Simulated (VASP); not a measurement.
Wanted: the native input for a VASP 6.6.1 run.

```
Task                   : electric field gradients
Functional             : PBE
Potentials or basis    : VASP PAW PBE potentials, release 64 (Ni, O)
Cutoff                 : 520 eV
k mesh                 : 14 × 14 × 14
Occupations            : fermi-dirac, width 0.03 eV
Spin                   : collinear spin, ferromagnetic start
Starting moments       : [1.5, 0.0] μB
Dipole correction      : no
Further INCAR settings : ALGO = Normal; EDIFF = 1e-08; NBANDS = 19
```

The structure of NiO (zincblende type) lies in POSCAR:

```
NiO
1.0
    0.0000000000      2.2027240222      2.2027240222
    2.2027240222      0.0000000000      2.2027240222
    2.2027240222      2.2027240222      0.0000000000
Ni O
1 1
Direct
    0.0000000000      0.0000000000      0.0000000000
    0.2500000000      0.2500000000      0.2500000000
```

This cell differs from its parent crystal: volume scaled by 0.95.

The input as run:

INCAR

```
SYSTEM = NiO
PREC = Accurate
ENCUT = 520
EDIFF = 1E-8
ISMEAR = -1
SIGMA = 0.03
LREAL = .False.
LASPH = .True.
NELM = 150
ALGO = Normal
ISIF = 2
LWAVE = .False.
LCHARG = .False.
ISPIN = 2
MAGMOM = 1.5 0
LORBIT = 11
LMAXMIX = 4
GGA = PE
LEFG = .True.
NBANDS = 19
```

KPOINTS

```
regular mesh
0
Gamma
  14 14 14
  0 0 0
```

Potentials or basis: VASP PAW PBE potentials, release 64 (Ni, O).

Launch:

```console
$ cat potpaw_PBE.64/Ni/POTCAR potpaw_PBE.64/O/POTCAR > POTCAR
$ mpirun -np 1 vasp_std > vasp.out
```

It gave:

```
Pressure                                              : 8.3 GPa
Net moment                                            : 1.81 μB per cell
Site moments                                          : Ni +1.42; O +0.34 μB
Valence electrons inside the program's atomic spheres : Ni 9.21; O 5.00
```

Caveat: without QUAD_EFG the Cq values of the log hold for a quadrupole moment of 1 mb, not for the nuclei; a cell with one magnetic atom can't hold antiferromagnetic order, which such compounds often take.

Run time: 43 s on 1 thread of Intel(R) Xeon(R) Platinum 8488C (Sapphire Rapids), with other jobs on the host, peak memory 0.19 GiB.
